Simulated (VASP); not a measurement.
Runs of VASP 6.6.1 on C. The structure is that of space group P-3m1 (No. 164), or close to it. The cells are those of the table. 

```tsv
cell	gap on the mesh (eV)	pressure (GPa)	largest force (eV/Å)
a = 2.456, b = 2.456, c = 10.257 Å, angles 90.0, 90.0, 60.0°, 6 atoms	(b)	1.0	0.06
a = 2.456, b = 2.456, c = 12.057 Å, angles 90.0, 90.0, 60.0°, 6 atoms	0.02	0.6	(a)
a = 2.456, b = 2.456, c = 10.807 Å, angles 90.0, 90.0, 60.0°, 6 atoms	0.33	0.6	0.02
a = 2.456, b = 2.456, c = 11.057 Å, angles 90.0, 90.0, 60.0°, 6 atoms	0.21	0.5	0.02
a = 2.456, b = 2.456, c = 11.307 Å, angles 90.0, 90.0, 60.0°, 6 atoms	(c)	0.5	0.02
```

Alike in all rows: task single point; level r2SCAN; potentials or basis VASP PAW PBE potentials, release 64 (C); no spin polarisation; k mesh 15 × 15 × 3; cutoff (eV) 520; smearing gaussian 0.05 eV.

Fill in the values left out.

(a) 0.01; (b) 0.51; (c) 0.13.

Caveats: the PAW data sets were made with another functional, which shifts forces and pressure a little.

A k mesh can miss the band edges.
